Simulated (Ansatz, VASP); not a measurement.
## PtS2 in VASP and in Ansatz

The input INCAR:

```
SYSTEM = PtS2
PREC = Accurate ; ENCUT = 600
EDIFF = 1E-6 ; ISMEAR = 0
SIGMA = 0.01 ; LREAL = .False.
LASPH = .True. ; NELM = 60
ALGO = Normal ; ISIF = 3
LWAVE = .False. ; LCHARG = .False.
GGA = PE ; IVDW = 12
IBRION = 2 ; NSW = 90
EDIFFG = -0.02
```

KPOINTS

```
Automatic mesh
0
Gamma
  12 12 6
  0 0 0
```

POSCAR

```
PtS2
1.0
    3.5779759526      0.0000000000      0.0000000000
   -1.7889879763      3.0986180691      0.0000000000
    0.0000000000      0.0000000000      4.7577695527
Pt S
1 2
Direct
    0.0000000000      0.0000000000      0.0000000000
    0.3333333333      0.6666666667      0.2546080467
    0.6666666667      0.3333333333      0.7453919533
```

Input for Ansatz:

```yaml
crystal:
  lattice:
    - [3.5779759526, 0.0, 0.0]
    - [-1.7889879763, 3.0986180691, 0.0]
    - [0.0, 0.0, 4.7577695527]
  atoms:
    - { symbol: Pt, position: [0.0, 0.0, 0.0] }
    - { symbol: S, position: [0.3333333333, 0.6666666667, 0.2546080467] }
    - { symbol: S, position: [0.6666666667, 0.3333333333, 0.7453919533] }
basis:
  ecutwfc: 420
kpoints:
  mp_grid: { grid: [12, 12, 6] }
hamiltonian:
  xc: pbe
  dispersion: d3bj
scf:
  occupations: { method: gaussian, width: 0.01 }
output:
  forces: true
  stress: true
  eigenvalues: true
relax:
  adjacent_minimum: "off"
  f_tol: 0.02
  max_steps: 70
  cell: { stress_tol: 0.1 }
```

Alike in both runs: task relaxation of cell and atoms; functional PBE; dispersion D3(BJ); k mesh 12 × 12 × 6; occupations gaussian, width 0.01 eV; no spin polarisation.

```csv
,VASP,Ansatz
version,VASP 6.6.1,Ansatz 0.2.0
potentials or method,"VASP PAW PBE potentials, release 64 (Pt, S), cutoff 600 eV","scalar-relativistic, plane waves, PAW"
valence electrons in the cell,22,30
```

|  | VASP | Ansatz | Ansatz less VASP |
| --- | --- | --- | --- |
| gap on the k mesh at the Fermi level, each at its own relaxed structure (eV) | 0.12 | 0.07 | -0.046 |
| relaxed volume (Å³/atom) | 17.28 | 17.28 | -0.006 |
| relaxed cell length with the largest relative difference (Å) | 4.675 | 4.663 | -0.0120 |

VASP's potentials hold 22 valence electrons a cell and Ansatz's 30, so a difference there can come from the potentials and not from the codes.

Spin-orbit coupling is off throughout.
